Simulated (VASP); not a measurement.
# NiO (Fm-3m) in VASP: notebook

NiO is run at these levels: r2SCAN+rVV10, PBEsol; tasks: relaxation of cell and atoms, single point.

Everything below comes from runs of VASP 6.6.1. Logs are shortened: lines on timing, memory, paths and dates and some standing lists are left out, and cuts for length are marked.

## (1) The cell of the first run

It takes space group Fm-3m (No. 225, cubic). The conventional cell has a = 4.172 Å, b = 4.172 Å, c = 4.172 Å, α = 90.00°, β = 90.00°, γ = 90.00°. Within 2.8 Å of Ni (site symmetry m-3m) lie 6 O at 2.09 Å. O (site symmetry m-3m) has 6 Ni at 2.09 Å within 2.8 Å.

## (2) Relaxation of cell and atoms, r2SCAN+rVV10, collinear spin, ferromagnetic start

POSCAR

```
NiO
1.0
    0.0000000000      2.0859016414      2.0859016414
    2.0859016414      0.0000000000      2.0859016414
    2.0859016414      2.0859016414      0.0000000000
Ni O
1 1
Direct
    0.0000000000      0.0000000000      0.0000000000
    0.5000000000      0.5000000000      0.5000000000
```

INCAR.step1

```
ALGO = Normal
EDIFF = 1E-4
ENCUT = 600
GGA = PE
ISMEAR = -1
ISPIN = 2
LASPH = T
LCHARG = F
LMAXMIX = 4
LREAL = F
LWAVE = T
MAGMOM = 1 0
NELM = 150
PREC = Accurate
SIGMA = 0.05
```

INCAR.step2

```
ALGO = Normal
BPARAM = 11.95
CPARAM = 0.0093
EDIFF = 1E-6
EDIFFG = -0.01
ENCUT = 600
IBRION = 2
ISIF = 3
ISMEAR = -1
ISPIN = 2
ISTART = 1
IVDW_NL = 2
LASPH = T
LCHARG = F
LMAXMIX = 4
LMIXTAU = T
LORBIT = 11
LREAL = F
LUSE_VDW = T
LWAVE = F
MAGMOM = 1 0
METAGGA = R2SCAN
NELM = 150
NSW = 60
PREC = Accurate
SIGMA = 0.05
```

KPOINTS

```
k-points
0
Gamma
  11 11 11
```

Potentials or basis: VASP PAW PBE potentials, release 64 (Ni, O).

Launch:

```
cat potpaw_PBE.64/Ni/POTCAR potpaw_PBE.64/O/POTCAR > POTCAR
cp INCAR.step1 INCAR
mpirun -np 1 vasp_std > vasp.out
cp INCAR.step2 INCAR
mpirun -np 1 vasp_std > vasp.out
```

OUTCAR:

```text
BPARAM = 11.95
   EDIFF = 1E-6
   EDIFFG = -0.01
   ENCUT = 600
   IBRION = 2
   ISIF = 3
   ISMEAR = -1
   ISPIN = 2
   ISTART = 1
   IVDW_NL = 2
   LASPH = T
   LORBIT = 11
   LREAL = F
   METAGGA = R2SCAN
   NELM = 150
   NSW = 60
   PREC = Accurate

 ion  position               nearest neighbor table
   1  0.000  0.000  0.000-   2 2.09   2 2.09   2 2.09   2 2.09   2 2.09   2 2.09
   2  0.500  0.500  0.500-   1 2.09   1 2.09   1 2.09   1 2.09   1 2.09   1 2.09

  LATTYP: Found a face centered cubic cell.
 ALAT       =     4.1718032828

  Lattice vectors:

 A1 = (   0.0000000000,   2.0859016414,   2.0859016414)
 A2 = (   2.0859016414,   0.0000000000,   2.0859016414)
 A3 = (   2.0859016414,   2.0859016414,   0.0000000000)

Analysis of symmetry for initial positions (statically):
=====================================================================
 Subroutine PRICEL returns:
 Original cell was already a primitive cell.

 Routine SETGRP: Setting up the symmetry group for a
 face centered cubic supercell.

 Subroutine GETGRP returns: Found 48 space group operations
 (whereof 48 operations were pure point group operations)
 out of a pool of 48 trial point group operations.

The static configuration has the point symmetry O_h .

Analysis of symmetry for dynamics (positions and initial velocities):
=====================================================================
 Subroutine PRICEL returns:
 Original cell was already a primitive cell.

 Routine SETGRP: Setting up the symmetry group for a
 face centered cubic supercell.

 Subroutine GETGRP returns: Found 48 space group operations
 (whereof 48 operations were pure point group operations)
 out of a pool of 48 trial point group operations.

The dynamic configuration has the point symmetry O_h .

Analysis of structural, dynamic, and magnetic symmetry:
=====================================================================
 Subroutine PRICEL returns:
 Original cell was already a primitive cell.

 Routine SETGRP: Setting up the symmetry group for a
 face centered cubic supercell.

 Subroutine GETGRP returns: Found 48 space group operations
 (whereof 48 operations were pure point group operations)
 out of a pool of 48 trial point group operations.

The overall configuration has the point symmetry O_h .

 Subroutine INISYM returns: Found 48 space group operations
 (whereof 48 operations are pure point group operations),
 and found     1 'primitive' translations

----------------------------------------------------------------------------------------

                                     Primitive cell

  volume of cell :      18.1515

  direct lattice vectors                    reciprocal lattice vectors
     0.000000000  2.085901641  2.085901641    -0.239704495  0.239704495  0.239704495
     2.085901641  0.000000000  2.085901641     0.239704495 -0.239704495  0.239704495
     2.085901641  2.085901641  0.000000000     0.239704495  0.239704495 -0.239704495

  length of vectors
     2.949910391  2.949910391  2.949910391     0.415180364  0.415180364  0.415180364

  position of ions in fractional coordinates (direct lattice)
     0.000000000  0.000000000  0.000000000
     0.500000000  0.500000000  0.500000000

  ion indices of the primitive-cell ions
   primitive index   ion index
                 1           1
                 2           2

----------------------------------------------------------------------------------------

 KPOINTS: k-points

Automatic generation of k-mesh.
 Grid dimensions read from file:
 generate k-points for:   11   11   11

 Generating k-lattice:

  Cartesian coordinates                     Fractional coordinates (reciprocal lattice)
    -0.021791318  0.021791318  0.021791318     0.090909091  0.000000000  0.000000000
     0.021791318 -0.021791318  0.021791318     0.000000000  0.090909091  0.000000000
     0.021791318  0.021791318 -0.021791318     0.000000000  0.000000000  0.090909091

  Length of vectors
     0.037743669  0.037743669  0.037743669

  Shift w.r.t. Gamma in fractional coordinates (k-lattice)
     0.000000000  0.000000000  0.000000000

 Subroutine IBZKPT returns following result:
 ===========================================

 Found     56 irreducible k-points:

 Following reciprocal coordinates:
            Coordinates               Weight
  0.000000  0.000000  0.000000      1.000000
  0.090909  0.000000  0.000000      8.000000
  0.181818  0.000000  0.000000      8.000000
  0.272727  0.000000  0.000000      8.000000
  0.363636  0.000000  0.000000      8.000000
  0.454545  0.000000  0.000000      8.000000
[... 16 lines left out ...]
 -0.272727  0.181818  0.000000     24.000000
 -0.181818  0.181818  0.000000     12.000000
 [... further k-points ...]
   k-points           NKPTS =     56   k-points in BZ     NKDIM =     56   number of bands    NBANDS=     13
   number of dos      NEDOS =    301   number of ions     NIONS =      2
   total plane-waves  NPLWV =  13824
   dimension x,y,z NGX =    24 NGY =   24 NGZ =   24
   dimension x,y,z NGXF=    48 NGYF=   48 NGZF=   48
   ions per type =               1   1
   NGX,Y,Z   is equivalent  to a cutoff of  13.53, 13.53, 13.53 a.u.
   NGXF,Y,Z  is equivalent  to a cutoff of  27.05, 27.05, 27.05 a.u.
 SYSTEM =  unknown system
   PREC   = accura    normal or accurate (medium, high low for compatibility)
   ISTART =      1    job   : 0-new  1-cont  2-samecut
   ICHARG =      0    charge: 1-file 2-atom 10-const
   ISPIN  =      2    spin polarized calculation?
   LNONCOLLINEAR =      F non collinear calculations
   LSORBIT =      F    spin-orbit coupling
   LASPH  =      T    aspherical Exc in radial PAW
   ENCUT  =  600.0 eV  44.10 Ry    6.64 a.u.   5.89  5.89  5.89*2*pi/ulx,y,z
   NELM   =    150;   NELMIN=  2; NELMDL=  0     # of ELM steps
   EDIFF  = 0.1E-05   stopping-criterion for ELM
   LREAL  =      F    real-space projection
   EDIFFG = -.1E-01   stopping-criterion for IOM
   NSW    =     60    number of steps for IOM
   IBRION =      2    ionic relax: 0-MD 1-quasi-New 2-CG
   NFREE  =      1    steps in history (QN), initial steepest desc. (CG)
   ISIF   =      3    stress and relaxation
   ISYM   =      2    0-nonsym 1-usesym 2-fastsym
   POTIM  = 0.5000    time-step for ionic-motion
   TEBEG  =    0.0;   TEEND  =   0.0 temperature during run
   PSTRESS=    0.0 pullay stress
   NELECT =      16.0000    total number of electrons
   NUPDOWN=      -1.0000    fix difference up-down
   EMIN   =  10.00;   EMAX   =-10.00  energy-range for DOS
   EFERMI =   0.00;   METHOD = LEGACY
   ISMEAR =    -1;   SIGMA  =   0.05  broadening in eV -4-tet -1-fermi 0-gaus
   EFERMI_NEDOS =   21; number of points for ismear=-14 and -15
   IALGO  =     38    algorithm
   IMIX   =      4    mixing-type and parameters
     AMIX     =   0.40;   BMIX     =  1.00
     AMIX_MAG =   1.60;   BMIX_MAG =  1.00
  volume/ion in A,a.u.               =       9.08        61.25
  Fermi-wavevector in a.u.,A,eV,Ry     =   1.569680  2.966264 33.523312  2.463894
  Thomas-Fermi vector in A             =   2.671526
   LORBIT       =     11    0 simple, 1 ext, 2 COOP (PROOUT), +10 PAW based schemes
   METAGGA = R2SCAN    functional components
   LHFCALC =     F    Hartree Fock is set to
   AEXX    =    0.0000 exact exchange contribution
   IVDW_NL    =     2    kernel type
   BPARAM     =11.9500
   IVDW    =     0    specifies the selected vdW correction
   LEPSILON=     F    determine dielectric tensor
   LRPA    =     F    only Hartree local field effects (RPA)
 conjugate gradient relaxation of ions
 spin polarized calculation
  energy-cutoff  :      600.00
  volume of cell :       18.15
 maximum number of plane-waves:       620
   NGX = 11   NGY = 11   NGZ = 11

--------------------------------------- Ionic step        1  -------------------------------------------

 number of electron      16.0000001 magnetization       2.0000376

 Free energy of the ion-electron system (eV)
  ---------------------------------------------------
  ext. energy  EPLUGINS =         0.00000000
  ---------------------------------------------------
  free energy    TOTEN  =       -19.71288978 eV

  energy without entropy =      -19.71288373  energy(sigma->0) =      -19.71288675

------------------------ aborting loop because EDIFF is reached ----------------------------------------

  FORCE on cell =-STRESS in cart. coord.  units (eV):
  Direction    XX          YY          ZZ          XY          YZ          ZX
  --------------------------------------------------------------------------------------
  -------------------------------------------------------------------------------------
  Total        0.0682660      0.0682660      0.0682660     -0.0000000     -0.0000000     -0.0000000
  in kB        6.0256457      6.0256457      6.0256457     -0.0000000     -0.0000000     -0.0000000
  external PRESSURE =       6.0256457 kB  Pullay stress =       0.0000000 kB
[... 57 lines left out ...]
  energy  without entropy=      -19.7128827603  energy(sigma->0) =      -19.71288538

--------------------------------------- Ionic step        3  -------------------------------------------

 number of electron      16.0000002 magnetization       1.9999878

 Free energy of the ion-electron system (eV)
  ---------------------------------------------------
  ext. energy  EPLUGINS =         0.00000000
  ---------------------------------------------------
  free energy    TOTEN  =       -19.71296496 eV

  energy without entropy =      -19.71295931  energy(sigma->0) =      -19.71296213

 E-fermi :   7.9169     XC(G=0): -13.4566

 val. band max:        7.4978497473   @ k =   0.4545   0.0000   0.0000
 cond. band min:       8.2412896260   @ k =   0.0000   0.0000   0.0000
 fundamental gap:      0.7434398787
 Fermi energy:         7.9169276000

 spin component 1

 k-point     1 :       0.0000    0.0000    0.0000
  band No.  band energies     occupation
      1     -13.5867      1.00000
      2       3.5408      1.00000
      3       3.5408      1.00000
      4       4.4254      1.00000
      5       4.4255      1.00000
      6       4.4256      1.00000
      7       4.7178      1.00000
      8       4.7178      1.00000
      9       4.7178      1.00000
     10       9.6883      0.00000
     11      26.2807      0.00000
     12      27.1731      0.00000
     13      27.1732      0.00000
[... 353 lines left out ...]
 k-point    24 :      -0.1818    0.1818    0.0000
  band No.  band energies     occupation
      1     -12.7784      1.00000
      2       0.8383      1.00000
      3       1.6186      1.00000
      4       2.6504      1.00000
      5       4.2529      1.00000
      6       4.7326      1.00000
      7       5.5014      1.00000
      8       5.7024      1.00000
      9       7.1363      1.00000
     10      13.5154      0.00000
     11      20.4651      0.00000
     12      21.5470      0.00000
     13      24.8010      0.00000

 [... further k-points ...]

 spin component 2

 k-point     1 :       0.0000    0.0000    0.0000
  band No.  band energies     occupation
      1     -13.0556      1.00000
      2       5.3106      1.00000
      3       5.3108      1.00000
      4       5.3109      1.00000
      5       5.4048      1.00000
      6       5.4048      1.00000
      7       5.4048      1.00000
      8       8.2413      0.00152
      9       8.2422      0.00149
     10      10.2482      0.00000
     11      26.3737      0.00000
     12      27.5105      0.00000
     13      27.5105      0.00000
[... 397 lines left out ...]
  FREE ENERGIE OF THE ION-ELECTRON SYSTEM (eV)
  ---------------------------------------------------
  free  energy   TOTEN  =       -19.7129649591 eV

  energy  without entropy=      -19.7129593073  energy(sigma->0) =      -19.71296213

 reached required accuracy - stopping structural energy minimisation

 total charge

# of ion       s       p       d       tot
------------------------------------------
    1        0.338   0.421   8.172   8.931
    2        1.551   3.494   0.000   5.045
--------------------------------------------------
tot          1.889   3.916   8.172  13.976

 magnetization (x)

# of ion       s       p       d       tot
------------------------------------------
    1        0.011   0.012   1.670   1.693
    2        0.029   0.247   0.000   0.276
--------------------------------------------------
tot          0.040   0.259   1.670   1.969
```

Wall time 2.6 min (1 thread of Intel Xeon Platinum 8559C (Emerald Rapids), shared host); peak memory 0.24 GiB.

Results:

- Free energy: -19.7130 eV
- Relaxed volume: 9.10 Å³/atom
- Relaxed cell: a = 2.952 Å, b = 2.952 Å, c = 2.952 Å, α = 60.00°, β = 60.00°, γ = 60.00°
- Space group after relaxing (to 0.05 Å): Fm-3m (No. 225)
- Energy gained by relaxing: 0.0 meV/atom
- Ionic steps: 3
- Pressure after relaxing: 0.1 GPa
- Band gap on the k mesh: 0.74 eV, indirect (least direct gap 1.70 eV)
- Net moment: 2.00 μB per cell
- Site moments: Ni +1.69; O +0.28 μB
- Valence electrons inside the program's atomic spheres: Ni 8.93; O 5.04

Final structure:
```xyz
2
Lattice="0.0000 2.0875 2.0875 2.0875 0.0000 2.0875 2.0875 2.0875 0.0000" Properties=species:S:1:pos:R:3 pbc="T T T"
Ni    0.0000    0.0000    0.0000
O     2.0875    2.0875    2.0875
```

Levels at points of the mesh, in eV from the valence-band top:
Spin up:
| k point | band 7 | band 8 | band 9 | band 10 | band 11 | band 12 |
| --- | --- | --- | --- | --- | --- | --- |
| (0.00, 0.00, 0.00) | -2.78 | -2.78 | -2.78 | 2.19 | 18.78 | 19.68 |
Spin down:
```tsv
k point	band 4	band 5	band 6	band 7	band 8	band 9	band 10	band 11
(0.00, 0.00, 0.00)	-2.19	-2.09	-2.09	-2.09	0.74	0.74	2.75	18.88
```

Caveat: the PAW data sets were made with another functional, which shifts forces and pressure a little; a cell with one magnetic atom can't hold antiferromagnetic order, which such compounds often take.

## (3) Single point, PBEsol, collinear spin, ferromagnetic start

This run uses another cell than the first one, of 7.76 Å³/atom, 0.855 times its volume.

INCAR

```
PREC = Accurate
ENCUT = 520
EDIFF = 1E-7
ISMEAR = -1
SIGMA = 0.05
LREAL = False
LASPH = True
NELM = 150
ALGO = Normal
ISIF = 2
LWAVE = False
LCHARG = True
ISPIN = 2
MAGMOM = 1 0
LORBIT = 11
LMAXMIX = 4
GGA = PS
LELF = True
LVHAR = True
NBANDS = 19
```

KPOINTS

```
regular mesh
0
Gamma
  11 11 11
```

POSCAR

```
NiO
1.0
    0.0000000000      1.9794606636      1.9794606636
    1.9794606636      0.0000000000      1.9794606636
    1.9794606636      1.9794606636      0.0000000000
Ni O
1 1
Direct
    0.0000000000      0.0000000000      0.0000000000
    0.5000000000      0.5000000000      0.5000000000
```

Potentials or basis: VASP PAW PBE potentials, release 64 (Ni, O).

Launch:

```
cat potpaw_PBE.64/Ni/POTCAR potpaw_PBE.64/O/POTCAR > POTCAR
mpirun -np 1 vasp_std > vasp.out
```

Run time: 26 s. Hardware: 1 thread of Intel Xeon Platinum 8488C (Sapphire Rapids), shared host; peak memory 0.16 GiB.

Results (log left out):

* Free energy: -12.2542 eV
* Pressure: 30.6 GPa
* Net moment: 0.37 μB per cell
* Site moments: Ni +0.31; O +0.05 μB
* Valence electrons inside the program's atomic spheres: Ni 9.41; O 5.01

Levels at points of the mesh, in eV from the Fermi level:
Spin up:
| k point | band 5 | band 6 | band 7 | band 8 | band 9 | band 10 | band 11 | band 12 |
| --- | --- | --- | --- | --- | --- | --- | --- | --- |
| (0.00, 0.00, 0.00) | -2.57 | -2.57 | -2.57 | -2.33 | -2.33 | 2.46 | 18.00 | 20.13 |
Spin down:
```tsv
k point	band 6	band 7	band 8	band 9	band 10	band 11
(0.00, 0.00, 0.00)	-2.38	-2.38	-1.84	-1.84	2.54	18.00
```

Caveat: the PAW data sets were made with another functional, which shifts forces and pressure a little; semilocal functionals often make such compounds metallic where correlation or magnetic order opens a gap, which also shifts bond lengths. With open d or f shells a metallic result of PBEsol can be an artefact of self-interaction; +U or a hybrid may open a gap.
